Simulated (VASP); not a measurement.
Input of a VASP 6.6.1 run:

INCAR

```
ALGO     = Normal         # electronic algorithm
EDIFF    = 1E-7           # SCF threshold, eV
ENCUT    = 520            # plane-wave cutoff, eV
GGA      = VW             # functional
ISIF     = 2              # what is computed and relaxed
ISMEAR   = -1             # smearing method
LASPH    = T              # aspherical terms in the spheres
LCHARG   = F              # write CHGCAR
LREAL    = F              # projectors in reciprocal space
LWAVE    = F              # write WAVECAR
NBANDS   = 16             # bands
NELM     = 60             # most SCF steps
PREC     = Accurate       # precision mode
SIGMA    = 0.05           # smearing width, eV
```

Contents of KPOINTS:

```
k-points
0
Gamma
  8 8 8
```

File POSCAR:

```
CuI
1.0
    0.0000000000      3.0111537494      3.0111537494
    3.0111537494      0.0000000000      3.0111537494
    3.0111537494      3.0111537494      0.0000000000
I Cu
1 1
Direct
    0.0000000000      0.0000000000      0.0000000000
    0.7500000000      0.7500000000      0.7500000000
```

Potentials or basis: VASP PAW PBE potentials, release 64 (I, Cu).

The run is started by

```bash
$ cat potpaw_PBE.64/I/POTCAR potpaw_PBE.64/Cu/POTCAR > POTCAR
$ mpirun -np 1 vasp_std > vasp.out
```

**Question.** Predict the band gap on the k mesh.

**Answer.** 1.01 eV.

**Question.** Predict the pressure.

**Answer.** -3.6 GPa.

Caveat: the cell stands under tension; the PAW data sets were made with another functional, which shifts forces and pressure a little; spin-orbit coupling is left out, which moves the levels of the heavy elements.
